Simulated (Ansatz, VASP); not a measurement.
## Mg: VASP beside Ansatz

```
CELL_PARAMETERS angstrom
0.06733 2.27792 2.27792
2.27792 0.06733 2.27792
2.27792 2.27792 0.06733
ATOMIC_POSITIONS crystal
Mg 0.00000 0.00000 0.00000
```

Change from the starting cell: equal xy, yz and zx shear strains of +3 %, crystal datasets.

Alike in both runs: task electric field gradients; functional PBE; k mesh 16 × 16 × 16; occupations fermi-dirac, width 0.03 eV; no spin polarisation.

```csv
,VASP,Ansatz
version,VASP 6.6.1,Ansatz 0.2.0
potentials or method,"VASP PAW PBE potentials, release 64 (Mg), cutoff 520 eV","all-electron PAW with datasets made for the crystal, scalar-relativistic"
```

```csv
,VASP,Ansatz,Ansatz less VASP
pressure (GPa),0.8,0.9,+0.10
"traceless stress, the component that is largest in VASP (GPa)",-0.66,-0.66,+0.001
size of Vzz on the site where it differs most (V/Å²),2.6,2.5,-0.13
```

Ansatz ran all-electron here, and VASP with PAW potentials.
